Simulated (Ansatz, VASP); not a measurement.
## One calculation of CuAu, two programs

```xyz
8
Lattice="4.9802 0.0000 0.0000 0.0000 4.9802 0.0000 0.0000 0.0000 4.9802" Properties=species:S:1:pos:R:3 pbc="T T T"
Cu    0.7671    0.7671    0.7671
Cu    1.7230    4.2132    3.2572
Cu    3.2572    1.7230    4.2132
Cu    4.2132    3.2572    1.7230
Au    4.2095    4.2095    4.2095
Au    3.2609    0.7708    1.7194
Au    1.7194    3.2609    0.7708
Au    0.7708    1.7194    3.2609
```

Alike in both runs: functional PBE; k mesh 4 × 4 × 4; occupations gaussian, width 0.1 eV; no spin polarisation.

Ansatz relaxed the structure, and its values are those at the end. VASP's run is a single point on that final structure, the one shown.

```csv
,VASP,Ansatz
version,VASP 6.6.1,Ansatz 0.2.0
potentials or method,"VASP PAW PBE potentials, release 64 (Cu, Au), cutoff 520 eV","scalar-relativistic, plane waves, PAW"
valence electrons in the cell,88,152
```

VASP gave:

```
gap on the k mesh at the Fermi level (eV) : none
pressure (GPa)                            : 0.0
rms of the force components (eV/Å)        : 0.004
```

Problem. Which values does Ansatz return?

Solution. gap on the k mesh at the Fermi level (eV): none; pressure (GPa): 0.0; rms of the force components (eV/Å): 0.003.

A gap of «none» marks a metal or a gap that the smearing closes. VASP's potentials hold 88 valence electrons a cell and Ansatz's 152, so a difference there can come from the potentials and not from the codes.

Spin-orbit coupling is off throughout.
